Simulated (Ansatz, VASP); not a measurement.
# GaAs: VASP beside Ansatz

File INCAR:

```
PREC = Accurate
ENCUT = 900
EDIFF = 1E-6
ISMEAR = -1
SIGMA = 0.05
LREAL = False
LASPH = True
NELM = 60
ALGO = Fast
ISIF = 3
LWAVE = False
LCHARG = False
GGA = PE
IBRION = 2
NSW = 60
EDIFFG = -0.01
```

KPOINTS

```
Automatic mesh
0
Gamma
  8 8 8
```

File POSCAR:

```
GaAs
1.0
    0.0000000000      2.8268500000      2.8268500000
    2.8268500000      0.0000000000      2.8268500000
    2.8268500000      2.8268500000      0.0000000000
As Ga
1 1
Direct
    0.7500000000      0.7500000000      0.7500000000
    0.0000000000      0.0000000000      0.0000000000
```

input.yaml

```yaml
crystal:
  lattice:
    - [0.0, 2.82685, 2.82685]
    - [2.82685, 0.0, 2.82685]
    - [2.82685, 2.82685, 0.0]
  atoms:
    - { symbol: As, position: [0.75, 0.75, 0.75] }
    - { symbol: Ga, position: [0.0, 0.0, 0.0] }
hamiltonian:
  xc: pbe
  pseudopotentials: { kind: paw }
kpoints:
  mp_grid: { grid: [8, 8, 8] }
scf:
  occupations: { method: fermi_dirac, width: 0.05 }
output:
  forces: true
  stress: true
  write_density: true
  write_potential: true
  elf: true
  volumetric_format: npy
relax:
  f_tol: 0.01
  max_steps: 40
  cell: { stress_tol: 0.05 }
```

Alike in both runs: task relaxation of cell and atoms; functional PBE; k mesh 8 × 8 × 8; occupations fermi-dirac, width 0.05 eV; no spin polarisation.

```csv
,VASP,Ansatz
version,VASP 6.6.1,Ansatz 0.2.0
potentials or method,"VASP PAW PBE potentials, release 64 (As_GW, Ga_d_GW)",Ansatz PAW
plane-wave cutoff (eV),900,420
valence electrons in the cell,18,28
```

|  | VASP | Ansatz | Ansatz less VASP |
| --- | --- | --- | --- |
| gap on the k mesh at the Fermi level, each at its own relaxed structure (eV) | 0.14 | 0.16 | +0.020 |
| relaxed volume (Å³/atom) | 23.75 | 23.71 | -0.042 |
| relaxed cell length with the largest relative difference (Å) | 4.065 | 4.063 | -0.0024 |

VASP's potentials hold 18 valence electrons a cell and Ansatz's 28, so a difference there can come from the potentials and not from the codes.

Noted on Ansatz's run: the plane-wave basis is chosen anew once the cell has moved, so the energies of steps on either side of that aren't comparable.
